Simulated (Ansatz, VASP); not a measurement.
This is a calculation of Re for VASP 6.6.1.

The input INCAR:

```
SYSTEM = Re
PREC     = Accurate       ! precision mode
ENCUT    = 520            ! plane-wave cutoff, eV
EDIFF    = 1E-6           ! SCF threshold, eV
ISMEAR   = -1             ! smearing method
SIGMA    = 0.05           ! smearing width, eV
LREAL    = .False.        ! projectors in reciprocal space
LASPH    = .True.         ! aspherical terms in the spheres
NELM     = 60             ! most SCF steps
ALGO     = Normal         ! electronic algorithm
ISIF     = 2              ! what is computed and relaxed
LWAVE    = .False.        ! write WAVECAR
LCHARG   = .True.         ! write CHGCAR
GGA      = PS             ! functional
LELF     = .True.         ! ELF
LVHAR    = .True.       
NBANDS   = 22             ! bands
```

KPOINTS

```
Automatic mesh
0
Gamma
  11 11 3
  0 0 0
```

File POSCAR:

```
Re
1.0
    2.8027914027      0.0000000000      0.0000000000
   -1.4013957013      2.4272885563      0.0000000000
    0.0000000000      0.0000000000      9.0564750331
Re
4
Direct
    0.6666666667      0.3333333333      0.7500000000
    0.0000000000      0.0000000000      0.5000000000
    0.3333333333      0.6666666667      0.2500000000
    0.0000000000      0.0000000000      0.0000000000
```

Potentials or basis: VASP PAW PBE potentials, release 64 (Re).

The run is started by

```bash
$ cat potpaw_PBE.64/Re/POTCAR > POTCAR
$ mpirun -np 1 vasp_std > vasp.out
```

**Question.** Translate it to Ansatz 0.2.0. Potentials there: Ansatz PAW.

**Answer.** As run (the cutoff follows the program's own potentials):

File input.yaml:

```yaml
crystal:
  lattice:
    - [2.8027914027, 0.0, 0.0]
    - [-1.4013957013, 2.4272885563, 0.0]
    - [0.0, 0.0, 9.0564750331]
  atoms:
    - { symbol: Re, position: [0.6666666667, 0.3333333333, 0.75] }
    - { symbol: Re, position: [0.0, 0.0, 0.5] }
    - { symbol: Re, position: [0.3333333333, 0.6666666667, 0.25] }
    - { symbol: Re, position: [0.0, 0.0, 0.0] }
hamiltonian:
  xc: pbesol
  pseudopotentials: { kind: paw }
kpoints:
  mp_grid: { grid: [11, 11, 3] }
scf:
  occupations: { method: fermi_dirac, width: 0.05 }
output:
  forces: true
  stress: true
  eigenvalues: true
```

Potentials or basis: Ansatz PAW.

The run is started by

```bash
$ ansatz run input.yaml --threads 2 --pin off --max-ram 5632MiB --backend cpu --events-out ev --progress --plain --runs-dir out
```

Both were run:

|  | VASP | Ansatz | Ansatz less VASP |
| --- | --- | --- | --- |
| gap on the k mesh at the Fermi level (eV) | none | none | - |
| pressure (GPa) | -20.1 | -19.7 | +0.40 |
| traceless stress, the component that is largest in VASP (GPa) | 0.10 | 0.14 | +0.034 |

VASP's potentials were made for PBE, not for PBEsol. A gap of «none» marks a metal or a gap that the smearing closes. VASP's potentials hold 28 valence electrons a cell and Ansatz's 60, so a difference there can come from the potentials and not from the codes.

Neither program's run includes spin-orbit coupling.
